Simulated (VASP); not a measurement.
Here is a VASP 6.6.1 calculation.

File INCAR:

```
SYSTEM = Al4NF
PREC = Accurate
ENCUT = 520
EDIFF = 1E-7
ISMEAR = 0
SIGMA = 0.1
LREAL = .FALSE.
LASPH = .TRUE.
NELM = 60
ALGO = Normal
ISIF = 2
LWAVE = .FALSE.
LCHARG = .TRUE.
GGA = PE
LELF = .TRUE.
LVHAR = .TRUE.
NBANDS = 21
```

Contents of KPOINTS:

```
Automatic mesh
0
G
  6 6 4
  0 0 0
```

The input POSCAR:

```
Al4NF
1.0
    3.6989192829      0.0000000000      0.0000000000
    0.0000000000      3.6989192829      0.0000000000
    0.0000000000      0.0000000000      7.7533829466
Al N F
4 1 1
Direct
    0.5000000000      0.0000000000      0.0000000000
    0.0000000000      0.5000000000      0.0000000000
    0.0000000000      0.0000000000      0.3296703651
    0.0000000000      0.0000000000      0.6703296349
    0.0000000000      0.0000000000      0.0000000000
    0.5000000000      0.5000000000      0.5000000000
```

Potentials or basis: VASP PAW PBE potentials, release 64 (Al, N, F).

Run with:

```bash
$ cat potpaw_PBE.64/Al/POTCAR potpaw_PBE.64/N/POTCAR potpaw_PBE.64/F/POTCAR > POTCAR
$ mpirun -np 1 vasp_std > vasp.out
```

**Question.** Predict the largest force.

**Answer.** 0.007 eV/Å.

**Question.** Estimate the pressure.

**Answer.** -0.1 GPa.

**Question.** Estimate the band gap on the k mesh.

**Answer.** Zero (bands 12 and 13 overlap by 1.32 eV).

Stress tensor (GPa, compression positive):
```
-0.13  0.00  0.00
 0.00 -0.13  0.00
 0.00  0.00 -0.01
```
